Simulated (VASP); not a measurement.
# LaNb4O (P4/mmm) in VASP: a series of runs

Runs on LaNb4O. Level: PBE. Tasks: single point, relaxation of cell and atoms.

Program: VASP 6.6.1. These are calculated values, not measurements. Logs are shortened: lines on timing, memory, paths and dates and some standing lists are left out, and cuts for length are marked.

### Step 1. The cell of the first run

The structure is tetragonal, space group P4/mmm (No. 123). The conventional cell has a = 3.728 Å, b = 3.728 Å, c = 9.483 Å, α = 90.00°, β = 90.00°, γ = 90.00°. La (site symmetry 4/mmm) has 4 O at 2.64 Å within 3.5 Å. Nb (site symmetry 2mm) has 5 Nb at 2.59 to 2.64 Å within 3.4 Å. Within 3.5 Å of O (site symmetry 4/mmm) lie 4 La at 2.64 Å.

### Step 2. Single point, PBE

Input file INCAR:

```
SYSTEM = LaNb4O
  PREC = Accurate
  ENCUT = 520
  EDIFF = 1E-7
  ISMEAR = 0
  SIGMA = 0.1
  LREAL = .False.
  LASPH = .True.
  NELM = 60
  ALGO = Normal
  ISIF = 2
  LWAVE = .False.
  LCHARG = .False.
  GGA = PE
  NBANDS = 44
```

Input file KPOINTS:

```
regular mesh
0
Gamma
  6 6 2
  0 0 0
```

Input file POSCAR:

```
LaNb4O
1.0
    3.7281374786      0.0000000000      0.0000000000
    0.0000000000      3.7281374786      0.0000000000
    0.0000000000      0.0000000000      9.4825376390
La Nb O
1 4 1
Direct
    0.5000000000      0.5000000000      0.0000000000
    0.0000000000      0.5000000000      0.6368173240
    0.5000000000      0.0000000000      0.6368173240
    0.0000000000      0.5000000000      0.3631826760
    0.5000000000      0.0000000000      0.3631826760
    0.0000000000      0.0000000000      0.0000000000
```

Potentials or basis: VASP PAW PBE potentials, release 64 (La, Nb_sv, O).

Command:

```console
> cat potpaw_PBE.64/La/POTCAR potpaw_PBE.64/Nb_sv/POTCAR potpaw_PBE.64/O/POTCAR > POTCAR
> mpirun -np 1 vasp_std > vasp.out
```

OUTCAR:

```text
SYSTEM = LaNb4O
   PREC = Accurate
   ENCUT = 520
   EDIFF = 1E-7
   ISMEAR = 0
   LREAL = .False.
   LASPH = .True.
   NELM = 60
   ISIF = 2
   GGA = PE

 ion  position               nearest neighbor table
   1  0.500  0.500  0.000-   6 2.64   6 2.64   6 2.64   6 2.64
   2  0.000  0.500  0.637-   4 2.59   3 2.64   3 2.64   3 2.64   3 2.64
   3  0.500  0.000  0.637-   5 2.59   2 2.64   2 2.64   2 2.64   2 2.64
   4  0.000  0.500  0.363-   2 2.59   5 2.64   5 2.64   5 2.64   5 2.64
   5  0.500  0.000  0.363-   3 2.59   4 2.64   4 2.64   4 2.64   4 2.64
   6  0.000  0.000  0.000-   1 2.64   1 2.64   1 2.64   1 2.64

  LATTYP: Found a simple tetragonal cell.
 ALAT       =     3.7281374786
 C/A-ratio  =     2.5435053545

  Lattice vectors:

 A1 = (   3.7281374786,   0.0000000000,   0.0000000000)
 A2 = (   0.0000000000,   3.7281374786,   0.0000000000)
 A3 = (   0.0000000000,   0.0000000000,   9.4825376390)

Analysis of symmetry for initial positions (statically):
=====================================================================
 Subroutine PRICEL returns:
 Original cell was already a primitive cell.

 Routine SETGRP: Setting up the symmetry group for a
 simple tetragonal supercell.

 Subroutine GETGRP returns: Found 16 space group operations
 (whereof 16 operations were pure point group operations)
 out of a pool of 16 trial point group operations.

The static configuration has the point symmetry D_4h.

Analysis of symmetry for dynamics (positions and initial velocities):
=====================================================================
 Subroutine PRICEL returns:
 Original cell was already a primitive cell.

 Routine SETGRP: Setting up the symmetry group for a
 simple tetragonal supercell.

 Subroutine GETGRP returns: Found 16 space group operations
 (whereof 16 operations were pure point group operations)
 out of a pool of 16 trial point group operations.

The dynamic configuration has the point symmetry D_4h.

 Subroutine INISYM returns: Found 16 space group operations
 (whereof 16 operations are pure point group operations),
 and found     1 'primitive' translations

----------------------------------------------------------------------------------------

                                     Primitive cell

  volume of cell :     131.7979

  direct lattice vectors                    reciprocal lattice vectors
[... 92 lines left out ...]
   EDIFFG = 0.1E-05   stopping-criterion for IOM
   NSW    =      0    number of steps for IOM
   IBRION =     -1    ionic relax: 0-MD 1-quasi-New 2-CG
   NFREE  =      0    steps in history (QN), initial steepest desc. (CG)
   ISIF   =      2    stress and relaxation
   ISYM   =      2    0-nonsym 1-usesym 2-fastsym
   POTIM  = 0.5000    time-step for ionic-motion
   TEBEG  =    0.0;   TEEND  =   0.0 temperature during run
   PSTRESS=    0.0 pullay stress
   NELECT =      69.0000    total number of electrons
   NUPDOWN=      -1.0000    fix difference up-down
   EMIN   =  10.00;   EMAX   =-10.00  energy-range for DOS
   EFERMI =   0.00;   METHOD = LEGACY
   ISMEAR =     0;   SIGMA  =   0.10  broadening in eV -4-tet -1-fermi 0-gaus
   EFERMI_NEDOS =   21; number of points for ismear=-14 and -15
   IALGO  =     38    algorithm
   IMIX   =      4    mixing-type and parameters
     AMIX     =   0.40;   BMIX     =  1.00
     AMIX_MAG =   1.60;   BMIX_MAG =  1.00
  volume/ion in A,a.u.               =      21.97       148.24
  Fermi-wavevector in a.u.,A,eV,Ry     =   1.319436  2.493373 23.686544  1.740912
  Thomas-Fermi vector in A             =   2.449334
   LORBIT       =      0    0 simple, 1 ext, 2 COOP (PROOUT), +10 PAW based schemes
   GGA     = PE    functional components
   LHFCALC =     F    Hartree Fock is set to
   AEXX    =    0.0000 exact exchange contribution
   IVDW    =     0    specifies the selected vdW correction
   LEPSILON=     F    determine dielectric tensor
   LRPA    =     F    only Hartree local field effects (RPA)
 non-spin polarized calculation
 Gauss-broadening in eV      SIGMA  =   0.10
  energy-cutoff  :      520.00
  volume of cell :      131.80
 maximum number of plane-waves:      3580
 NGX is ok and might be reduce to    28
   NGX = 13   NGY = 13   NGZ = 35

 number of electron      68.9999994 magnetization

 Free energy of the ion-electron system (eV)
  ---------------------------------------------------
  ext. energy  EPLUGINS =         0.00000000
  ---------------------------------------------------
  free energy    TOTEN  =       -50.11693749 eV

  energy without entropy =      -50.08506787  energy(sigma->0) =      -50.10100268

 E-fermi :   8.2563     XC(G=0): -10.7372

 val. band max:        8.2480104908   @ k =   0.5000   0.1667   0.5000
 cond. band min:       8.2618326261   @ k =   0.3333   0.3333   0.0000
 fundamental gap:      0.0138221353
 Fermi energy:         8.2563112166

 k-point     1 :       0.0000    0.0000    0.0000
  band No.  band energies     occupation
      1     -46.4580      2.00000
      2     -46.3064      2.00000
      3     -45.9504      2.00000
      4     -45.8096      2.00000
      5     -24.7545      2.00000
      6     -23.1090      2.00000
[... 929 lines left out ...]
     43      10.2607      0.00000
     44      10.4020      0.00000

------------------------ aborting loop because EDIFF is reached ----------------------------------------

  FORCE on cell =-STRESS in cart. coord.  units (eV):
  Direction    XX          YY          ZZ          XY          YZ          ZX
  --------------------------------------------------------------------------------------
  -------------------------------------------------------------------------------------
  Total       -0.1864255     -0.1864255     -0.0650325      0.0000000     -0.0000000     -0.0000000
  in kB       -2.2662481     -2.2662481     -0.7905557      0.0000000     -0.0000000     -0.0000000
  external PRESSURE =      -1.7743507 kB  Pullay stress =       0.0000000 kB

 VOLUME and BASIS-vectors are now :
 -----------------------------------------------------------------------------
  energy-cutoff  :      520.00
  volume of cell :      131.80
      direct lattice vectors                 reciprocal lattice vectors
     3.728137479  0.000000000  0.000000000     0.268230452  0.000000000  0.000000000
     0.000000000  3.728137479  0.000000000     0.000000000  0.268230452  0.000000000
     0.000000000  0.000000000  9.482537639     0.000000000  0.000000000  0.105457003

 POSITION                                       TOTAL-FORCE (eV/Angst)
 -----------------------------------------------------------------------------------
      1.86407      1.86407      0.00000         0.000000     -0.000000      0.000000
      0.00000      1.86407      6.03864         0.000000      0.000000      0.009318
      1.86407      0.00000      6.03864         0.000000     -0.000000      0.009318
      0.00000      1.86407      3.44389         0.000000      0.000000     -0.009318
      1.86407      0.00000      3.44389        -0.000000     -0.000000     -0.009318
      0.00000      0.00000      0.00000         0.000000     -0.000000      0.000000
 -----------------------------------------------------------------------------------
    total drift:                                0.000000      0.000000      0.000000

  FREE ENERGIE OF THE ION-ELECTRON SYSTEM (eV)
  ---------------------------------------------------
  free  energy   TOTEN  =       -50.1169374851 eV

  energy  without entropy=      -50.0850678652  energy(sigma->0) =      -50.10100268
```

OSZICAR:

```text
N       E                     dE             d eps       ncg     rms          rms(c)
DAV:   1     0.965609340671E+03    0.96561E+03   -0.32874E+04  2016   0.205E+03
DAV:   2     0.110110156367E+03   -0.85550E+03   -0.82018E+03  1960   0.609E+02
DAV:   3    -0.277949611173E+02   -0.13791E+03   -0.12869E+03  2652   0.214E+02
DAV:   4    -0.499162337294E+02   -0.22121E+02   -0.20842E+02  3088   0.721E+01
DAV:   5    -0.531198374865E+02   -0.32036E+01   -0.30350E+01  3344   0.241E+01    0.160E+01
DAV:   6    -0.504069170319E+02    0.27129E+01   -0.30447E+01  2716   0.213E+01    0.839E+00
DAV:   7    -0.500857705601E+02    0.32115E+00   -0.68177E+00  3064   0.111E+01    0.395E+00
DAV:   8    -0.500864969829E+02   -0.72642E-03   -0.76693E-01  2700   0.544E+00    0.167E+00
DAV:   9    -0.501193093356E+02   -0.32812E-01   -0.27517E-01  3312   0.255E+00    0.100E+00
DAV:  10    -0.501160149008E+02    0.32944E-02   -0.75687E-02  3032   0.126E+00    0.283E-01
DAV:  11    -0.501172753678E+02   -0.12605E-02   -0.11301E-02  2952   0.530E-01    0.163E-01
DAV:  12    -0.501169171512E+02    0.35822E-03   -0.27153E-03  2888   0.238E-01    0.337E-02
DAV:  13    -0.501169412916E+02   -0.24140E-04   -0.31070E-04  3008   0.911E-02    0.193E-02
DAV:  14    -0.501169363429E+02    0.49487E-05   -0.41948E-05  3056   0.337E-02    0.824E-03
DAV:  15    -0.501169377755E+02   -0.14326E-05   -0.85220E-06  2872   0.150E-02    0.282E-03
DAV:  16    -0.501169374998E+02    0.27576E-06   -0.91294E-07  2320   0.558E-03    0.593E-04
DAV:  17    -0.501169374851E+02    0.14728E-07   -0.15884E-07  1760   0.247E-03
   1 F= -.50116937E+02 E0= -.50101003E+02  d E =-.318696E-01
```

It took 95 s on 1 thread of AMD EPYC 9R45 (Zen 5), shared host; peak memory 0.27 GiB.

What came out:

```yaml
Free_energy: -50.1169 eV
Pressure: -0.2 GPa
Largest_force: 0.009 eV/Å
```

Forces in eV/Å, atoms in the order of the input:
```
La   0.000  0.000  0.000
Nb   0.000  0.000  0.009
Nb   0.000  0.000  0.009
Nb   0.000  0.000 -0.009
Nb   0.000  0.000 -0.009
O    0.000  0.000  0.000
```

Stress tensor (GPa, compression positive):
```
-0.23  0.00  0.00
 0.00 -0.23  0.00
 0.00  0.00 -0.08
```

Caveat: spin-orbit coupling is left out, which moves the levels of the heavy elements; an odd number of electrons without spin polarisation forces a metal; a magnetic or distorted state may lie lower.

### Step 3. Single point, PBE

This run uses another cell than the first one, of 19.43 Å³/atom, 0.885 times its volume.

Input file INCAR:

```
SYSTEM = LaNb4O
ALGO = Normal ; EDIFF = 1E-6
ENCUT = 520 ; GGA = PE
ISIF = 2 ; ISMEAR = 0
LASPH = .True. ; LCHARG = .True.
LELF = .True. ; LREAL = .False.
LVHAR = .True. ; LWAVE = .False.
NBANDS = 44 ; NELM = 100
PREC = Accurate ; SIGMA = 0.1
```

Input file KPOINTS:

```
k-points
0
Gamma
  4 4 4
  0 0 0
```

Input file POSCAR:

```
LaNb4O
1.0
    4.9560846700      0.0000000000      0.0000000000
    0.0000000000      4.9560846700      0.0000000000
    0.0000000000      0.0000000000      4.7473196900
La Nb O
1 4 1
Direct
    0.5000000000      0.5000000000      0.0000000000
    0.0000000000      0.5000000000      0.7624404200
    0.5000000000      0.0000000000      0.7624404200
    0.0000000000      0.5000000000      0.2375595800
    0.5000000000      0.0000000000      0.2375595800
    0.0000000000      0.0000000000      0.0000000000
```

Potentials or basis: VASP PAW PBE potentials, release 64 (La, Nb_sv, O).

Command:

```console
> cat potpaw_PBE.64/La/POTCAR potpaw_PBE.64/Nb_sv/POTCAR potpaw_PBE.64/O/POTCAR > POTCAR
> mpirun -np 1 vasp_std > vasp.out
```

Run time: 99 s. Hardware: 1 thread of AMD EPYC 9R45 (Zen 5), shared host; peak memory 0.25 GiB.

Results (log left out):

```
Free energy   : -42.2768 eV
Pressure      : 11.7 GPa
Largest force : 2.016 eV/Å
```

Forces in eV/Å, atoms in the order of the input:
```
La   0.000  0.000  0.000
Nb   0.000  0.000 -2.016
Nb   0.000  0.000 -2.016
Nb   0.000  0.000  2.016
Nb   0.000  0.000  2.016
O    0.000  0.000  0.000
```

Stress tensor (GPa, compression positive):
```
 4.68  0.00  0.00
 0.00  4.68  0.00
 0.00  0.00 25.79
```

Levels at points of the mesh, in eV from the Fermi level:
```
           k point  band 31  band 32  band 33  band 34  band 35  band 36  band 37  band 38  band 39  band 40
(0.00, 0.00, 0.00)    -1.21    -1.21    -1.21    -0.94    -0.29     1.18     1.46     1.89     1.98     2.34
(0.50, 0.00, 0.00)    -1.13    -1.01    -0.64    -0.51    -0.46     0.31     0.58     0.84     1.07     1.44
(0.50, 0.50, 0.00)    -1.71    -1.71    -0.64    -0.64     0.07     0.91     1.28     1.28     1.35     1.35
(0.00, 0.00, 0.50)    -0.58    -0.11    -0.11     0.52     0.76     0.81     0.98     0.98     1.21     1.26
(0.50, 0.00, 0.50)    -0.51    -0.48    -0.27    -0.11     0.22     0.49     0.65     0.86     0.91     0.92
(0.50, 0.50, 0.50)    -0.75     0.00     0.00     0.14     0.28     0.28     1.12     1.12     1.35     1.69
```

Caveat: spin-orbit coupling is left out, which moves the levels of the heavy elements; an odd number of electrons without spin polarisation forces a metal; a magnetic or distorted state may lie lower.

[end of part 1 of 4]
